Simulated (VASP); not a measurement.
Input of a VASP 6.6.1 run:

Contents of POSCAR:

```
CsBr
1.0
    4.1888299626      0.0000000000      0.0000000000
    0.0000000000      4.1888299626      0.0000000000
    0.0000000000      0.0000000000      4.1888299626
Cs Br
1 1
Direct
    0.0000000000      0.0000000000      0.0000000000
    0.5000000000      0.5000000000      0.5000000000
```

The input INCAR.step1:

```
SYSTEM = CsBr
PREC = Accurate
ENCUT = 550
ISMEAR = 0
SIGMA = 0.02
LREAL = .False.
LASPH = .True.
NELM = 120
NBANDS = 15
GGA = PE
ALGO = Normal
EDIFF = 1E-5
LWAVE = .True.
LCHARG = .False.
GGA_COMPAT = .False.
```

Contents of INCAR.step2:

```
SYSTEM = CsBr
PREC = Accurate
ENCUT = 550
EDIFF = 1E-6
ISMEAR = 0
SIGMA = 0.02
LREAL = .False.
LASPH = .True.
NELM = 120
ALGO = Normal
ISIF = 2
LWAVE = .False.
LCHARG = .False.
METAGGA = R2SCAN
LMIXTAU = .True.
NBANDS = 15
ISTART = 1
GGA_COMPAT = .False.
```

Contents of KPOINTS:

```
regular mesh
0
Gamma
  6 6 6
  0 0 0
```

Potentials or basis: VASP PAW PBE potentials, release 64 (Cs_sv, Br).

Run with:

```bash
$ cat potpaw_PBE.64/Cs_sv/POTCAR potpaw_PBE.64/Br/POTCAR > POTCAR
$ cp INCAR.step1 INCAR
$ mpirun -np 1 vasp_std > vasp.out
$ cp INCAR.step2 INCAR
$ mpirun -np 1 vasp_std > vasp.out
```

(1) Estimate the band gap on the k mesh.

(2) What does it give for the pressure?

Answers

(1) 5.30 eV.

(2) 1.9 GPa.

Caveat: the PAW data sets were made with another functional, which shifts forces and pressure a little; spin-orbit coupling is left out, which moves the levels of the heavy elements.
